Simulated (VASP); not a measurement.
# TaN (Fm-3m) in VASP: further runs

TaN is run at these levels: PBE, r2SCAN+U, r2SCAN; tasks: single point.

Everything below comes from runs of VASP 6.6.1. Logs are shortened: lines on timing, memory, paths and dates and some standing lists are left out, and cuts for length are marked.

## Step 1: The cell of the first run

It takes space group Fm-3m (No. 225, cubic). Conventional cell: a = 4.329 Å, b = 4.329 Å, c = 4.329 Å, α = 90.00°, β = 90.00°, γ = 90.00°. Ta (site symmetry m-3m) has 6 N at 2.16 Å within 2.9 Å. N (site symmetry m-3m) has 6 Ta at 2.16 Å within 2.9 Å.

## Step 2: Single point, PBE

The input, INCAR:

```
SYSTEM = TaN
PREC = Accurate ; ENCUT = 700
EDIFF = 1E-6 ; ISMEAR = -1
SIGMA = 0.05 ; LREAL = .False.
LASPH = .True. ; NELM = 120
ALGO = Normal ; ISIF = 2
LWAVE = .False. ; LCHARG = .True.
GGA = PE ; LELF = .True.
LVHAR = .True. ; NBANDS = 16
GGA_COMPAT = .False.
```

The input, KPOINTS:

```
regular mesh
0
Gamma
  10 10 10
  0 0 0
```

The input, POSCAR:

```
TaN
1.0
    0.0000000000      2.1643766995      2.1643766995
    2.1643766995      0.0000000000      2.1643766995
    2.1643766995      2.1643766995      0.0000000000
Ta N
1 1
Direct
    0.5000000000      0.5000000000      0.5000000000
    0.0000000000      0.0000000000      0.0000000000
```

Potentials or basis: VASP PAW PBE potentials, release 64 (Ta_sv_GW, N).

Launch:

```sh
> cat potpaw_PBE.64/Ta_sv_GW/POTCAR potpaw_PBE.64/N/POTCAR > POTCAR
> mpirun -np 1 vasp_std > vasp.out
```

OUTCAR:

```text
SYSTEM = TaN
   PREC = Accurate
   ENCUT = 700
   EDIFF = 1E-6
   ISMEAR = -1
   LREAL = .False.
   LASPH = .True.
   NELM = 120
   ISIF = 2
   GGA = PE

 ion  position               nearest neighbor table
   1  0.500  0.500  0.500-   2 2.16   2 2.16   2 2.16   2 2.16   2 2.16   2 2.16
   2  0.000  0.000  0.000-   1 2.16   1 2.16   1 2.16   1 2.16   1 2.16   1 2.16

  LATTYP: Found a face centered cubic cell.
 ALAT       =     4.3287533990

  Lattice vectors:

 A1 = (   0.0000000000,   2.1643766995,   2.1643766995)
 A2 = (   2.1643766995,   0.0000000000,   2.1643766995)
 A3 = (   2.1643766995,   2.1643766995,   0.0000000000)

Analysis of symmetry for initial positions (statically):
=====================================================================
 Subroutine PRICEL returns:
 Original cell was already a primitive cell.

 Routine SETGRP: Setting up the symmetry group for a
 face centered cubic supercell.

 Subroutine GETGRP returns: Found 48 space group operations
 (whereof 48 operations were pure point group operations)
 out of a pool of 48 trial point group operations.

The static configuration has the point symmetry O_h .

Analysis of symmetry for dynamics (positions and initial velocities):
=====================================================================
 Subroutine PRICEL returns:
 Original cell was already a primitive cell.

 Routine SETGRP: Setting up the symmetry group for a
 face centered cubic supercell.

 Subroutine GETGRP returns: Found 48 space group operations
 (whereof 48 operations were pure point group operations)
 out of a pool of 48 trial point group operations.

The dynamic configuration has the point symmetry O_h .

 Subroutine INISYM returns: Found 48 space group operations
 (whereof 48 operations are pure point group operations),
 and found     1 'primitive' translations

----------------------------------------------------------------------------------------

                                     Primitive cell

  volume of cell :      20.2782

  direct lattice vectors                    reciprocal lattice vectors
     0.000000000  2.164376700  2.164376700    -0.231013391  0.231013391  0.231013391
     2.164376700  0.000000000  2.164376700     0.231013391 -0.231013391  0.231013391
     2.164376700  2.164376700  0.000000000     0.231013391  0.231013391 -0.231013391

  length of vectors
     3.060890883  3.060890883  3.060890883     0.400126930  0.400126930  0.400126930

  position of ions in fractional coordinates (direct lattice)
     0.500000000  0.500000000  0.500000000
     0.000000000  0.000000000  0.000000000

  ion indices of the primitive-cell ions
   primitive index   ion index
                 1           1
                 2           2

----------------------------------------------------------------------------------------

 KPOINTS: regular mesh

Automatic generation of k-mesh.
 Grid dimensions read from file:
 generate k-points for:   10   10   10

 Generating k-lattice:

  Cartesian coordinates                     Fractional coordinates (reciprocal lattice)
    -0.023101339  0.023101339  0.023101339     0.100000000  0.000000000  0.000000000
     0.023101339 -0.023101339  0.023101339     0.000000000  0.100000000  0.000000000
     0.023101339  0.023101339 -0.023101339     0.000000000  0.000000000  0.100000000

  Length of vectors
     0.040012693  0.040012693  0.040012693

  Shift w.r.t. Gamma in fractional coordinates (k-lattice)
     0.000000000  0.000000000  0.000000000

 Subroutine IBZKPT returns following result:
 ===========================================

 Found     47 irreducible k-points:

 Following reciprocal coordinates:
            Coordinates               Weight
  0.000000  0.000000  0.000000      1.000000
  0.100000  0.000000  0.000000      8.000000
  0.200000  0.000000  0.000000      8.000000
  0.300000  0.000000  0.000000      8.000000
  0.400000  0.000000  0.000000      8.000000
  0.500000  0.000000  0.000000      4.000000
[... 16 lines left out ...]
  0.300000  0.300000  0.000000      6.000000
  0.400000  0.300000  0.000000     24.000000
 [... further k-points ...]
   k-points           NKPTS =     47   k-points in BZ     NKDIM =     47   number of bands    NBANDS=     16
   number of dos      NEDOS =    301   number of ions     NIONS =      2
   total plane-waves  NPLWV =  21952
   dimension x,y,z NGX =    28 NGY =   28 NGZ =   28
   dimension x,y,z NGXF=    56 NGYF=   56 NGZF=   56
   ions per type =               1   1
   NGX,Y,Z   is equivalent  to a cutoff of  15.21, 15.21, 15.21 a.u.
   NGXF,Y,Z  is equivalent  to a cutoff of  30.42, 30.42, 30.42 a.u.
 SYSTEM =  TaN
   PREC   = accura    normal or accurate (medium, high low for compatibility)
   ISTART =      0    job   : 0-new  1-cont  2-samecut
   ICHARG =      2    charge: 1-file 2-atom 10-const
   ISPIN  =      1    spin polarized calculation?
   LNONCOLLINEAR =      F non collinear calculations
[... 107 lines left out ...]
  band No.  band energies     occupation
      1     -54.8839      2.00000
      2     -22.0360      2.00000
      3     -21.1944      2.00000
      4     -21.1944      2.00000
      5      -1.7899      2.00000
      6       4.3789      2.00000
[... 8 lines left out ...]
     15      26.8664      0.00000
     16      28.1755      0.00000

 k-point     6 :       0.5000    0.0000    0.0000
  band No.  band energies     occupation
      1     -54.8772      2.00000
      2     -22.1259      2.00000
      3     -21.2034      2.00000
      4     -21.2034      2.00000
      5      -1.3583      2.00000
      6       3.8000      2.00000
[... 8 lines left out ...]
     15      26.8784      0.00000
     16      26.9291      0.00000

 k-point     7 :       0.1000    0.1000    0.0000
  band No.  band energies     occupation
      1     -54.9389      2.00000
      2     -21.2074      2.00000
      3     -21.1404      2.00000
      4     -21.1404      2.00000
      5      -4.3335      2.00000
      6       8.7334      2.00000
[... 8 lines left out ...]
     15      24.7535      0.00000
     16      36.5184      0.00000

 k-point     8 :       0.2000    0.1000    0.0000
  band No.  band energies     occupation
      1     -54.9249      2.00000
      2     -21.4048      2.00000
      3     -21.1758      2.00000
      4     -21.1569      2.00000
      5      -3.8149      2.00000
      6       7.4056      2.00000
[... 8 lines left out ...]
     15      26.2616      0.00000
     16      33.3075      0.00000

 k-point     9 :       0.3000    0.1000    0.0000
  band No.  band energies     occupation
      1     -54.9045      2.00000
      2     -21.6923      2.00000
      3     -21.2096      2.00000
      4     -21.1861      2.00000
      5      -3.0061      2.00000
      6       6.0894      2.00000
[... 8 lines left out ...]
     15      27.5249      0.00000
     16      30.8579      0.00000
[... 172 lines left out ...]
 k-point    19 :       0.5000    0.2000    0.0000
  band No.  band energies     occupation
      1     -54.8692      2.00000
      2     -21.9705      2.00000
      3     -21.4023      2.00000
      4     -21.2878      2.00000
      5      -2.1641      2.00000
      6       5.1821      2.00000
[... 8 lines left out ...]
     15      25.0857      0.00000
     16      28.4664      0.00000

 k-point    20 :      -0.4000    0.2000    0.0000
  band No.  band energies     occupation
      1     -54.8677      2.00000
      2     -21.9785      2.00000
      3     -21.4548      2.00000
      4     -21.2540      2.00000
      5      -1.9560      2.00000
      6       4.8548      2.00000
[... 8 lines left out ...]
     15      25.5954      0.00000
     16      27.6701      0.00000

 k-point    21 :      -0.3000    0.2000    0.0000
  band No.  band energies     occupation
      1     -54.8773      2.00000
      2     -21.8816      2.00000
      3     -21.4510      2.00000
      4     -21.2051      2.00000
      5      -2.1333      2.00000
      6       4.9884      2.00000
[... 8 lines left out ...]
     15      26.3737      0.00000
     16      27.8098      0.00000

 k-point    22 :      -0.2000    0.2000    0.0000
  band No.  band energies     occupation
      1     -54.8941      2.00000
      2     -21.7371      2.00000
      3     -21.3670      2.00000
      4     -21.1595      2.00000
      5      -2.6484      2.00000
      6       5.6495      2.00000
[... 8 lines left out ...]
     15      27.6646      0.00000
     16      28.1951      0.00000

 k-point    23 :       0.3000    0.3000    0.0000
  band No.  band energies     occupation
      1     -54.8865      2.00000
      2     -21.7119      2.00000
      3     -21.3289      2.00000
      4     -21.3289      2.00000
      5      -3.1644      2.00000
      6       6.1249      2.00000
[... 8 lines left out ...]
     15      28.2710      0.00000
     16      30.6275      0.00000

 k-point    24 :       0.4000    0.3000    0.0000
  band No.  band energies     occupation
      1     -54.8725      2.00000
      2     -21.8315      2.00000
      3     -21.3948      2.00000
      4     -21.3637      2.00000
      5      -3.0412      2.00000
      6       6.3916      2.00000
[... 8 lines left out ...]
     15      25.7847      0.00000
     16      30.2529      0.00000

 [... further k-points ...]
[... 5 lines left out ...]
  --------------------------------------------------------------------------------------
  -------------------------------------------------------------------------------------
  Total        2.8874055      2.8874055      2.8874055      0.0000000     -0.0000000      0.0000000
  in kB      228.1338939    228.1338939    228.1338939      0.0000000     -0.0000000      0.0000000
  external PRESSURE =     228.1338939 kB  Pullay stress =       0.0000000 kB

 VOLUME and BASIS-vectors are now :
 -----------------------------------------------------------------------------
  energy-cutoff  :      700.00
  volume of cell :       20.28
      direct lattice vectors                 reciprocal lattice vectors
     0.000000000  2.164376700  2.164376700    -0.231013391  0.231013391  0.231013391
     2.164376700  0.000000000  2.164376700     0.231013391 -0.231013391  0.231013391
     2.164376700  2.164376700  0.000000000     0.231013391  0.231013391 -0.231013391

 POSITION                                       TOTAL-FORCE (eV/Angst)
 -----------------------------------------------------------------------------------
      2.16438      2.16438      2.16438        -0.000000      0.000000      0.000000
      0.00000      0.00000      0.00000         0.000000     -0.000000     -0.000000
 -----------------------------------------------------------------------------------
    total drift:                                0.000000      0.000000      0.000000

  FREE ENERGIE OF THE ION-ELECTRON SYSTEM (eV)
  ---------------------------------------------------
  free  energy   TOTEN  =       -24.2883636918 eV

  energy  without entropy=      -24.2830527597  energy(sigma->0) =      -24.28570823
```

It took 17 s on 1 thread of AMD EPYC 9R45 (Zen 5), shared host; peak memory 0.15 GiB.

What came out:

- Free energy: -24.2884 eV
- Pressure: 22.8 GPa
- Band gap on the k mesh: zero (bands 9 and 10 overlap by 4.30 eV)

Levels at points of the mesh, in eV from the Fermi level:
| k point | band 6 | band 7 | band 8 | band 9 | band 10 | band 11 | band 12 | band 13 |
| --- | --- | --- | --- | --- | --- | --- | --- | --- |
| (0.00, 0.00, 0.00) | -3.98 | -3.98 | -3.98 | -2.26 | -2.26 | -2.26 | 0.06 | 0.06 |
| (0.50, 0.00, 0.00) | -10.79 | -7.95 | -7.95 | 2.03 | 2.03 | 2.12 | 3.92 | 8.03 |
| (0.50, 0.50, 0.00) | -6.75 | -5.82 | -4.76 | -4.76 | 2.26 | 3.80 | 3.80 | 5.03 |

Caveat: the cell stands under pressure; spin-orbit coupling is left out, which moves the levels of the heavy elements.

## Step 3: Single point, r2SCAN+U

This run uses another cell than the first one, of 10.77 Å³/atom.

The input, POSCAR:

```
TaN
1.0
    0.0000000000      2.2085294014      2.2085294014
    2.2085294014      0.0000000000      2.2085294014
    2.2085294014      2.2085294014      0.0000000000
Ta N
1 1
Direct
    0.5000000000      0.5000000000      0.5000000000
    0.0000000000      0.0000000000      0.0000000000
```

The input, INCAR.step1:

```
  ALGO = Normal
  EDIFF = 1E-5
  ENCUT = 770
  GGA = PE
  GGA_COMPAT = F
  ISMEAR = -1
  LASPH = T
  LCHARG = F
  LDAU = T
  LDAUJ = 0 0
  LDAUL = 2 -1
  LDAUTYPE = 2
  LDAUU = 5 0
  LMAXMIX = 4
  LREAL = F
  LWAVE = T
  NBANDS = 16
  NELM = 200
  PREC = Accurate
  SIGMA = 0.05
```

The input, INCAR.step2:

```
  ALGO = Normal
  EDIFF = 1E-6
  ENCUT = 770
  GGA_COMPAT = F
  ISIF = 2
  ISMEAR = -1
  ISTART = 1
  LASPH = T
  LCHARG = F
  LDAU = T
  LDAUJ = 0 0
  LDAUL = 2 -1
  LDAUPRINT = 1
  LDAUTYPE = 2
  LDAUU = 5 0
  LMAXMIX = 4
  LMIXTAU = T
  LREAL = F
  LWAVE = F
  METAGGA = R2SCAN
  NBANDS = 16
  NELM = 200
  PREC = Accurate
  SIGMA = 0.05
```

The input, KPOINTS:

```
k-points
0
Gamma
  10 10 10
```

Potentials or basis: VASP PAW PBE potentials, release 64 (Ta_sv_GW, N).

Launch:

```sh
> cat potpaw_PBE.64/Ta_sv_GW/POTCAR potpaw_PBE.64/N/POTCAR > POTCAR
> cp INCAR.step1 INCAR
> mpirun -np 1 vasp_std > vasp.out
> cp INCAR.step2 INCAR
> mpirun -np 1 vasp_std > vasp.out
```

Run time: 54 s. Hardware: 1 thread of Intel Xeon 6975P-C (Granite Rapids), shared host; peak memory 0.19 GiB.

The run converged. Its results:

```
Free energy            : -57.8317 eV
Pressure               : 10.3 GPa
Band gap on the k mesh : zero (bands 9 and 10 overlap by 4.05 eV)
```

Levels at points of the mesh, in eV from the Fermi level:
| k point | band 6 | band 7 | band 8 | band 9 | band 10 | band 11 | band 12 | band 13 |
| --- | --- | --- | --- | --- | --- | --- | --- | --- |
| (0.00, 0.00, 0.00) | -4.47 | -4.47 | -4.47 | -2.03 | -2.03 | -2.03 | 0.69 | 0.69 |
| (0.50, 0.00, 0.00) | -11.12 | -7.88 | -7.88 | 2.02 | 2.08 | 2.08 | 3.24 | 8.03 |
| (0.50, 0.50, 0.00) | -7.60 | -5.58 | -5.38 | -5.38 | 2.80 | 3.72 | 3.72 | 4.83 |

Eigenvalues of the final occupation matrices:
```
    site  spin  trace               eigenvalues
site 1 d     1   1.10  0.17 0.17 0.25 0.25 0.25
site 1 d     2   1.10  0.17 0.17 0.25 0.25 0.25
```

Caveat: the cell stands under pressure; the PAW data sets were made with another functional, which shifts forces and pressure a little; spin-orbit coupling is left out, which moves the levels of the heavy elements; U without spin polarisation on a metal has little footing.

## Step 4: Single point, r2SCAN

This run uses another cell than the first one, of 10.62 Å³/atom.

The input, POSCAR:

```
TaN
1.0
    0.0000000000      2.1979111207      2.1979111207
    2.1979111207      0.0000000000      2.1979111207
    2.1979111207      2.1979111207      0.0000000000
Ta N
1 1
Direct
    0.5000000000      0.5000000000      0.5000000000
    0.0000000000      0.0000000000      0.0000000000
```

The input, INCAR.step1:

```
ALGO     = Normal         # electronic algorithm
EDIFF    = 1E-5           # SCF threshold, eV
ENCUT    = 770            # plane-wave cutoff, eV
GGA      = PE             # functional
GGA_COMPAT= False        
ISMEAR   = -1             # smearing method
LASPH    = True           # aspherical terms in the spheres
LCHARG   = False          # write CHGCAR
LREAL    = False          # projectors in reciprocal space
LWAVE    = True           # write WAVECAR
NBANDS   = 16             # bands
NELM     = 120            # most SCF steps
PREC     = Accurate       # precision mode
SIGMA    = 0.05           # smearing width, eV
```

The input, INCAR.step2:

```
ALGO     = Normal         # electronic algorithm
EDIFF    = 1E-6           # SCF threshold, eV
ENCUT    = 770            # plane-wave cutoff, eV
GGA_COMPAT= False        
ISIF     = 2              # what is computed and relaxed
ISMEAR   = -1             # smearing method
ISTART   = 1            
LASPH    = True           # aspherical terms in the spheres
LCHARG   = False          # write CHGCAR
LMIXTAU  = True         
LREAL    = False          # projectors in reciprocal space
LWAVE    = False          # write WAVECAR
METAGGA  = R2SCAN         # meta-GGA
NBANDS   = 16             # bands
NELM     = 120            # most SCF steps
PREC     = Accurate       # precision mode
SIGMA    = 0.05           # smearing width, eV
```

KPOINTS is that of step 3.

Launch:

```sh
> cat potpaw_PBE.64/Ta_sv_GW/POTCAR potpaw_PBE.64/N/POTCAR > POTCAR
> cp INCAR.step1 INCAR
> mpirun -np 1 vasp_std > vasp.out
> cp INCAR.step2 INCAR
> mpirun -np 1 vasp_std > vasp.out
```

Run time: 93 s. Hardware: 1 thread of AMD EPYC 7R13 (Zen 3), shared host; peak memory 0.17 GiB.

It converged, with:

```yaml
Free_energy: -62.2201 eV
Pressure: 0.0 GPa
Band_gap_on_the_k_mesh: zero (bands 9 and 10 overlap by 4.09 eV)
```

Levels at points of the mesh, in eV from the Fermi level:
| k point | band 5 | band 6 | band 7 | band 8 | band 9 | band 10 | band 11 | band 12 | band 13 | band 14 |
| --- | --- | --- | --- | --- | --- | --- | --- | --- | --- | --- |
| (0.00, 0.00, 0.00) | -20.02 | -4.17 | -4.17 | -4.17 | -2.18 | -2.18 | -2.18 | 0.14 | 0.14 | 1.75 |
| (0.50, 0.00, 0.00) | -17.02 | -10.85 | -8.00 | -8.00 | 1.91 | 1.91 | 2.05 | 4.01 | 7.83 | 7.83 |
| (0.50, 0.50, 0.00) | -18.79 | -7.11 | -5.64 | -5.02 | -5.02 | 2.23 | 3.53 | 3.53 | 4.72 | 7.40 |

Caveat: the PAW data sets were made with another functional, which shifts forces and pressure a little; spin-orbit coupling is left out, which moves the levels of the heavy elements.

## Step 5: Overview

| level | U | cell | cutoff (eV) | gap on the mesh (eV) | pressure (GPa) |
| --- | --- | --- | --- | --- | --- |
| PBE | - | a = 3.061 Å, angles 60.0°, 2 atoms | 700 | none | 22.8 |
| r2SCAN+U | Ta d U = 5.0 eV | a = 3.123 Å, angles 60.0°, 2 atoms | 770 | none | 10.3 |
| r2SCAN | - | a = 3.108 Å, angles 60.0°, 2 atoms | 770 | none | 0.0 |

Alike in all rows: task single point; potentials or basis VASP PAW PBE potentials, release 64 (Ta_sv_GW, N); no spin polarisation; k mesh 10 × 10 × 10; smearing fermi-dirac 0.05 eV.

Caveats: spin-orbit coupling is left out, which moves the levels of the heavy elements; the cell stands under pressure (at least some runs); the PAW data sets were made with another functional, which shifts forces and pressure a little (at least some runs); U without spin polarisation on a metal has little footing (at least some runs).

Absolute energies hang on the potentials; compare differences alone.
